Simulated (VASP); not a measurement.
# Ir (Fm-3m) in VASP: notebook

Aim: see how the results for Ir move with the level of theory and the settings. Levels: PBE0, SCAN. Tasks: single point, relaxation of cell and atoms.

Everything below comes from runs of VASP 6.6.1. Logs are shortened: lines on timing, memory, paths and dates and some standing lists are left out, and cuts for length are marked.

### 1 The cell of the first run

It takes space group Fm-3m (No. 225, cubic). Conventional cell: a = 3.882 Å, b = 3.882 Å, c = 3.882 Å, α = 90.00°, β = 90.00°, γ = 90.00°. Ir (site symmetry m-3m) has 12 Ir at 2.74 Å within 3.6 Å.

### 2 Single point, PBE0

The input, POSCAR:

```
Ir
1.0
    0.0000000000      1.9408081540      1.9408081540
    1.9408081540      0.0000000000      1.9408081540
    1.9408081540      1.9408081540      0.0000000000
Ir
1
Direct
    0.0000000000      0.0000000000      0.0000000000
```

The input, INCAR.step1:

```
PREC = Accurate
ENCUT = 520
EDIFF = 1E-5
ISMEAR = -1
SIGMA = 0.05
LREAL = F
LASPH = T
NELM = 60
ALGO = Normal
ISIF = 2
LWAVE = T
LCHARG = F
NBANDS = 10
GGA = PE
```

The input, INCAR.step2:

```
PREC = Accurate
ENCUT = 520
EDIFF = 1E-7
ISMEAR = -1
SIGMA = 0.05
LREAL = F
LASPH = T
NELM = 60
ALGO = Normal
ISIF = 2
LWAVE = F
LCHARG = F
GGA = PE
LHFCALC = T
AEXX = 0.25
PRECFOCK = Normal
NBANDS = 10
ISTART = 1
```

The input, KPOINTS:

```
regular mesh
0
Gamma
  6 6 6
```

Potentials or basis: VASP PAW PBE potentials, release 64 (Ir).

Launch:

```console
$ cat potpaw_PBE.64/Ir/POTCAR > POTCAR
$ cp INCAR.step1 INCAR
$ mpirun -np 1 vasp_std > vasp.out
$ cp INCAR.step2 INCAR
$ mpirun -np 1 vasp_std > vasp.out
```

OUTCAR:

```text
PREC = Accurate
   ENCUT = 520
   EDIFF = 1E-7
   ISMEAR = -1
   LREAL = F
   LASPH = T
   NELM = 60
   ISIF = 2
   GGA = PE
   LHFCALC = T
   AEXX = 0.25
   PRECFOCK = Normal
   ISTART = 1

 ion  position               nearest neighbor table
   1  0.000  0.000  0.000-

  LATTYP: Found a face centered cubic cell.
 ALAT       =     3.8816163080

  Lattice vectors:

 A1 = (   0.0000000000,   1.9408081540,   1.9408081540)
 A2 = (   1.9408081540,   0.0000000000,   1.9408081540)
 A3 = (   1.9408081540,   1.9408081540,   0.0000000000)

Analysis of symmetry for initial positions (statically):
=====================================================================
 Subroutine PRICEL returns:
 Original cell was already a primitive cell.

 Routine SETGRP: Setting up the symmetry group for a
 face centered cubic supercell.

 Subroutine GETGRP returns: Found 48 space group operations
 (whereof 48 operations were pure point group operations)
 out of a pool of 48 trial point group operations.

The static configuration has the point symmetry O_h .

Analysis of symmetry for dynamics (positions and initial velocities):
=====================================================================
 Subroutine PRICEL returns:
 Original cell was already a primitive cell.

 Routine SETGRP: Setting up the symmetry group for a
 face centered cubic supercell.

 Subroutine GETGRP returns: Found 48 space group operations
 (whereof 48 operations were pure point group operations)
 out of a pool of 48 trial point group operations.

The dynamic configuration has the point symmetry O_h .

 Subroutine INISYM returns: Found 48 space group operations
 (whereof 48 operations are pure point group operations),
 and found     1 'primitive' translations

----------------------------------------------------------------------------------------

                                     Primitive cell

  volume of cell :      14.6210

  direct lattice vectors                    reciprocal lattice vectors
     0.000000000  1.940808154  1.940808154    -0.257624639  0.257624639  0.257624639
     1.940808154  0.000000000  1.940808154     0.257624639 -0.257624639  0.257624639
     1.940808154  1.940808154  0.000000000     0.257624639  0.257624639 -0.257624639

  length of vectors
     2.744717213  2.744717213  2.744717213     0.446218964  0.446218964  0.446218964

  position of ions in fractional coordinates (direct lattice)
     0.000000000  0.000000000  0.000000000

  ion indices of the primitive-cell ions
   primitive index   ion index
                 1           1

----------------------------------------------------------------------------------------

 KPOINTS: regular mesh

Automatic generation of k-mesh.
 Grid dimensions read from file:
 generate k-points for:    6    6    6

 Generating k-lattice:

  Cartesian coordinates                     Fractional coordinates (reciprocal lattice)
    -0.042937440  0.042937440  0.042937440     0.166666667  0.000000000  0.000000000
     0.042937440 -0.042937440  0.042937440     0.000000000  0.166666667  0.000000000
     0.042937440  0.042937440 -0.042937440     0.000000000  0.000000000  0.166666667

  Length of vectors
     0.074369827  0.074369827  0.074369827

  Shift w.r.t. Gamma in fractional coordinates (k-lattice)
     0.000000000  0.000000000  0.000000000

 Subroutine IBZKPT returns following result:
 ===========================================

 Found     16 irreducible k-points:

 Following reciprocal coordinates:
            Coordinates               Weight
  0.000000  0.000000  0.000000      1.000000
  0.166667  0.000000  0.000000      8.000000
  0.333333  0.000000  0.000000      8.000000
  0.500000  0.000000  0.000000      4.000000
  0.166667  0.166667  0.000000      6.000000
  0.333333  0.166667  0.000000     24.000000
[... 8 lines left out ...]
 -0.333333  0.333333  0.166667     24.000000
 -0.333333  0.500000  0.166667     12.000000
   k-points           NKPTS =     16   k-points in BZ     NKDIM =    216   number of bands    NBANDS=     10
   number of dos      NEDOS =    301   number of ions     NIONS =      1
   total plane-waves  NPLWV =   8000
   dimension x,y,z NGX =    20 NGY =   20 NGZ =   20
   dimension x,y,z NGXF=    40 NGYF=   40 NGZF=   40
   ions per type =               1
   NGX,Y,Z   is equivalent  to a cutoff of  12.11, 12.11, 12.11 a.u.
   NGXF,Y,Z  is equivalent  to a cutoff of  24.23, 24.23, 24.23 a.u.
 SYSTEM =  unknown system
   PREC   = accura    normal or accurate (medium, high low for compatibility)
   ISTART =      1    job   : 0-new  1-cont  2-samecut
   ICHARG =      0    charge: 1-file 2-atom 10-const
   ISPIN  =      1    spin polarized calculation?
   LNONCOLLINEAR =      F non collinear calculations
   LSORBIT =      F    spin-orbit coupling
   LASPH  =      T    aspherical Exc in radial PAW
   ENCUT  =  520.0 eV  38.22 Ry    6.18 a.u.   5.10  5.10  5.10*2*pi/ulx,y,z
   NELM   =     60;   NELMIN=  2; NELMDL=  0     # of ELM steps
   EDIFF  = 0.1E-06   stopping-criterion for ELM
   LREAL  =      F    real-space projection
   EDIFFG = 0.1E-05   stopping-criterion for IOM
   NSW    =      0    number of steps for IOM
   IBRION =     -1    ionic relax: 0-MD 1-quasi-New 2-CG
   NFREE  =      0    steps in history (QN), initial steepest desc. (CG)
   ISIF   =      2    stress and relaxation
   ISYM   =      3    0-nonsym 1-usesym 2-fastsym
   POTIM  = 0.5000    time-step for ionic-motion
   TEBEG  =    0.0;   TEEND  =   0.0 temperature during run
   PSTRESS=    0.0 pullay stress
   NELECT =       9.0000    total number of electrons
   NUPDOWN=      -1.0000    fix difference up-down
   EMIN   =  10.00;   EMAX   =-10.00  energy-range for DOS
   EFERMI =   0.00;   METHOD = LEGACY
   ISMEAR =    -1;   SIGMA  =   0.05  broadening in eV -4-tet -1-fermi 0-gaus
   EFERMI_NEDOS =   21; number of points for ismear=-14 and -15
   IALGO  =     38    algorithm
   IMIX   =      1    mixing-type and parameters
     AMIX     =   0.40;   BMIX     =  1.00
     AMIX_MAG =   1.60;   BMIX_MAG =  1.00
  volume/ion in A,a.u.               =      14.62        98.67
  Fermi-wavevector in a.u.,A,eV,Ry     =   1.392611  2.631653 26.386657  1.939365
  Thomas-Fermi vector in A             =   2.516337
   LORBIT       =      0    0 simple, 1 ext, 2 COOP (PROOUT), +10 PAW based schemes
   GGA     = PE    functional components
   LHFCALC =     T    Hartree Fock is set to
   PRECFOCK=normal    Normal, Fast or Accurate (Low or Medium for compatibility)
   ENCUT4O =  -1.0   cutoff for four orbital integrals eV
   NKREDX  =     1    reduce k-point grid by
   NKREDY  =     1    reduce k-point grid by
   NKREDZ  =     1    reduce k-point grid by
   AEXX    =    0.2500 exact exchange contribution
   HFSCREEN=    0.0000 screening length (either q_TF or 0.3 A-1)
   HFSCREENC=   0.0000 screening length for correlation (either q_TF or 0.3 A-1)
   ENCUTFOCK=  -1.0 apply spherical cutoff to Coloumb kernel
   IVDW    =     0    specifies the selected vdW correction
   LEPSILON=     F    determine dielectric tensor
   LRPA    =     F    only Hartree local field effects (RPA)
 non-spin polarized calculation
  energy-cutoff  :      520.00
  volume of cell :       14.62
 maximum number of plane-waves:       411
  NGX = 16; NGY = 16; NGZ = 16

 number of electron       9.0000000 magnetization

 Free energy of the ion-electron system (eV)
  ---------------------------------------------------
  ext. energy  EPLUGINS =         0.00000000
  ---------------------------------------------------
  free energy    TOTEN  =       -10.88112152 eV

  energy without entropy =      -10.87437013  energy(sigma->0) =      -10.87774583

 E-fermi :   8.8307     XC(G=0): -10.8081

 val. band max:        8.7733036461   @ k =   0.5000   0.3333   0.1667
 cond. band min:       9.4990207467   @ k =   0.3333   0.0000   0.0000
 fundamental gap:      0.7257171006
 Fermi energy:         8.8306559734

 k-point     1 :       0.0000    0.0000    0.0000
  band No.  band energies     occupation
      1      -2.8203      2.00000
      2       4.7389      2.00000
      3       4.7389      2.00000
      4       4.7389      2.00000
      5       7.3860      2.00000
      6       7.3860      2.00000
      7      25.3952      0.00000
      8      31.0241      0.00000
      9      31.0241      0.00000
     10      31.0241      0.00000

 k-point     2 :       0.1667    0.0000    0.0000
  band No.  band energies     occupation
      1      -1.5869      2.00000
      2       4.2758      2.00000
      3       5.1634      2.00000
      4       5.1634      2.00000
      5       7.3605      2.00000
      6       7.3605      2.00000
      7      26.9811      0.00000
      8      27.3116      0.00000
      9      32.9120      0.00000
     10      32.9120      0.00000

 k-point     3 :       0.3333    0.0000    0.0000
  band No.  band energies     occupation
      1       0.2345      2.00000
      2       4.8707      2.00000
      3       4.8707      2.00000
      4       5.3329      2.00000
      5       9.4990      0.00000
      6       9.4990      0.00000
      7      22.0374      0.00000
      8      26.4938      0.00000
      9      33.6301      0.00000
     10      33.6301      0.00000

 k-point     4 :       0.5000    0.0000    0.0000
  band No.  band energies     occupation
      1       0.3530      2.00000
      2       4.5078      2.00000
      3       4.5078      2.00000
      4       8.3184      1.99993
      5      10.8239      0.00000
      6      10.8239      0.00000
      7      17.8599      0.00000
      8      24.8904      0.00000
      9      30.8376      0.00000
     10      30.8376      0.00000

 k-point     5 :       0.1667    0.1667    0.0000
  band No.  band energies     occupation
      1      -1.1614      2.00000
      2       3.6269      2.00000
      3       5.7869      2.00000
      4       5.7869      2.00000
      5       6.1714      2.00000
      6       8.0336      2.00000
      7      28.0029      0.00000
      8      28.9809      0.00000
      9      30.9463      0.00000
     10      30.9463      0.00000

 k-point     6 :       0.3333    0.1667    0.0000
  band No.  band energies     occupation
      1       0.7651      2.00000
      2       3.2145      2.00000
      3       4.7477      2.00000
      4       6.1146      2.00000
      5       8.4087      1.99957
      6       9.8875      0.00000
      7      24.5602      0.00000
      8      28.4836      0.00000
      9      29.9311      0.00000
     10      31.8673      0.00000
[... 79 lines left out ...]
 k-point    13 :       0.5000    0.5000    0.0000
  band No.  band energies     occupation
      1       0.4320      2.00000
      2       1.1243      2.00000
      3      10.3813      0.00000
      4      11.4690      0.00000
      5      11.4690      0.00000
      6      11.6493      0.00000
      7      21.1901      0.00000
      8      22.4602      0.00000
      9      22.4602      0.00000
     10      32.0930      0.00000

 k-point    14 :       0.5000    0.3333    0.1667
  band No.  band energies     occupation
      1       2.2393      2.00000
      2       2.7993      2.00000
      3       3.9715      2.00000
      4       7.5055      2.00000
      5       8.7733      1.51794
      6      13.1111      0.00000
      7      22.3146      0.00000
      8      24.6258      0.00000
      9      27.5067      0.00000
     10      34.0950      0.00000

 k-point    15 :      -0.3333    0.3333    0.1667
  band No.  band energies     occupation
      1       2.6726      2.00000
      2       2.7667      2.00000
      3       4.3998      2.00000
      4       6.7876      2.00000
      5      10.5809      0.00000
      6      17.2613      0.00000
      7      17.2788      0.00000
      8      24.1799      0.00000
      9      25.7956      0.00000
     10      32.6152      0.00000

 k-point    16 :      -0.3333    0.5000    0.1667
  band No.  band energies     occupation
      1       1.5887      2.00000
      2       2.3207      2.00000
      3       5.7671      2.00000
      4       7.7653      2.00000
      5      11.5187      0.00000
      6      17.2303      0.00000
      7      19.2047      0.00000
      8      21.3385      0.00000
      9      23.7863      0.00000
     10      35.7106      0.00000

------------------------ aborting loop because EDIFF is reached ----------------------------------------

  FORCE on cell =-STRESS in cart. coord.  units (eV):
  Direction    XX          YY          ZZ          XY          YZ          ZX
  --------------------------------------------------------------------------------------
  -------------------------------------------------------------------------------------
  Total       -1.2413617     -1.2413617     -1.2413617     -0.0000000      0.0000000      0.0000000
  in kB     -136.0288774   -136.0288774   -136.0288774     -0.0000000      0.0000000      0.0000000
  external PRESSURE =    -136.0288774 kB  Pullay stress =       0.0000000 kB

 VOLUME and BASIS-vectors are now :
 -----------------------------------------------------------------------------
  energy-cutoff  :      520.00
  volume of cell :       14.62
      direct lattice vectors                 reciprocal lattice vectors
     0.000000000  1.940808154  1.940808154    -0.257624639  0.257624639  0.257624639
     1.940808154  0.000000000  1.940808154     0.257624639 -0.257624639  0.257624639
     1.940808154  1.940808154  0.000000000     0.257624639  0.257624639 -0.257624639

 POSITION                                       TOTAL-FORCE (eV/Angst)
 -----------------------------------------------------------------------------------
      0.00000      0.00000      0.00000         0.000000      0.000000      0.000000
 -----------------------------------------------------------------------------------
    total drift:                                0.000000      0.000000      0.000000

  FREE ENERGIE OF THE ION-ELECTRON SYSTEM (eV)
  ---------------------------------------------------
  free  energy   TOTEN  =       -10.8811215250 eV

  energy  without entropy=      -10.8743701279  energy(sigma->0) =      -10.87774583
```

It took 6.4 min on 1 thread of Intel Xeon Platinum 8259CL at 2.50GHz (Skylake/Cascade Lake), shared host; peak memory 0.14 GiB.

What came out:

```yaml
Free_energy: -10.8811 eV
Pressure: -13.6 GPa
Band_gap_on_the_k_mesh: zero (an odd number of electrons rules out a gap without spin polarisation)
```

Caveat: the k points lie up to 0.47 Å⁻¹ apart, too coarse for converged energies and pressures of a metal; the PAW data sets were made with another functional, which shifts forces and pressure a little; spin-orbit coupling is left out, which moves the levels of the heavy elements.

### 3 Relaxation of cell and atoms, SCAN (14.48 Å³/atom)

This run uses another cell than the first one, of 14.48 Å³/atom.

The input, POSCAR:

```
Ir
1.0
    0.0000000000      1.9345675702      1.9345675702
    1.9345675702      0.0000000000      1.9345675702
    1.9345675702      1.9345675702      0.0000000000
Ir
1
Direct
    0.0000000000      0.0000000000      0.0000000000
```

The input, INCAR.step1:

```
SYSTEM = Ir
METAGGA = SCAN
ISMEAR = 0
SIGMA = 0.04
LWAVE = .FALSE.
LCHARG = .FALSE.
NSW = 80
PREC = Accurate
LASPH = .TRUE.
LREAL = .FALSE.
ALGO = Normal
EDIFF = 1E-7
NELM = 120
GGA_COMPAT = .FALSE.
IBRION = 2
ISIF = 3
EDIFFG = -0.002
NELMIN = 4
ENCUT = 650
LMIXTAU = .TRUE.
KPAR = 2
POTIM = 0.5
```

The input, INCAR.step4:

```
SYSTEM = Ir
METAGGA = SCAN
ISMEAR = 0
SIGMA = 0.04
LWAVE = .FALSE.
LCHARG = .FALSE.
PREC = Accurate
LASPH = .TRUE.
LREAL = .FALSE.
ALGO = Normal
EDIFF = 1E-7
NELM = 120
GGA_COMPAT = .FALSE.
ISIF = 2
ENCUT = 650
LMIXTAU = .TRUE.
KPAR = 2
```

The input, KPOINTS:

```
Automatic mesh
0
Gamma
  16 16 16
  0 0 0
```

Potentials or basis: VASP PAW PBE potentials, release 64 (Ir).

Launch:

```console
$ cat potpaw_PBE.64/Ir/POTCAR > POTCAR
$ cp INCAR.step1 INCAR
$ cp POSCAR.step1 POSCAR
$ mpirun -np 2 vasp_std > vasp.out
$ cp CONTCAR POSCAR
$ mpirun -np 2 vasp_std > vasp.out
$ cp CONTCAR POSCAR
$ mpirun -np 2 vasp_std > vasp.out
$ cp CONTCAR POSCAR
$ cp INCAR.step4 INCAR
$ mpirun -np 2 vasp_std > vasp.out
```

It took 3.7 min on 2 MPI ranks of Intel Xeon 6975P-C (Granite Rapids), shared host; peak memory 0.18 GiB.

It converged, with:

| Property | Result |
| --- | --- |
| Free energy | -71.2699 eV |
| Relaxed volume | 13.60 Å³/atom |
| Relaxed cell | a = 2.679 Å, b = 2.679 Å, c = 2.679 Å, α = 60.00°, β = 60.00°, γ = 60.00° |
| Space group after relaxing (to 0.1 Å) | Fm-3m (No. 225) |
| Energy gained by relaxing | 62.7 meV/atom |
| Ionic steps | 7 |
| Pressure after relaxing | 0.0 GPa |
| Band gap on the k mesh | zero (an odd number of electrons rules out a gap without spin polarisation) |

The path:
```tsv
step	energy change (eV)	largest force (eV/Å)	pressure (GPa)	volume (Å³)
1	0.0000	0.0000	-21.48	14.48
2	1.1567	0.0000	176.87	10.78
3	-0.0624	0.0000	-2.42	13.68
4	-0.0630	0.0000	-0.87	13.63
5	-0.0631	0.0000	0.00	13.60
6	-0.0627	0.0000	0.01	13.60
7	-0.0627	0.0000	0.01	13.60
```

Final structure:
```xyz
1
Lattice="0.0000 1.8944 1.8944 1.8944 0.0000 1.8944 1.8944 1.8944 0.0000" Properties=species:S:1:pos:R:3 pbc="T T T"
Ir    0.0000    0.0000    0.0000
```

Levels at points of the mesh, in eV from the Fermi level:
| k point | band 1 | band 2 | band 3 | band 4 | band 5 | band 6 | band 7 | band 8 |
| --- | --- | --- | --- | --- | --- | --- | --- | --- |
| (0.00, 0.00, 0.00) | -12.84 | -4.40 | -4.40 | -4.40 | -1.31 | -1.31 | 14.67 | 20.82 |
| (0.50, 0.00, 0.00) | -9.34 | -4.49 | -4.49 | -1.19 | 1.12 | 1.12 | 7.78 | 14.40 |
| (0.50, 0.50, 0.00) | -8.81 | -8.32 | 1.06 | 1.24 | 1.81 | 1.81 | 11.11 | 11.96 |

Caveat: the PAW data sets were made with another functional, which shifts forces and pressure a little; spin-orbit coupling is left out, which moves the levels of the heavy elements.
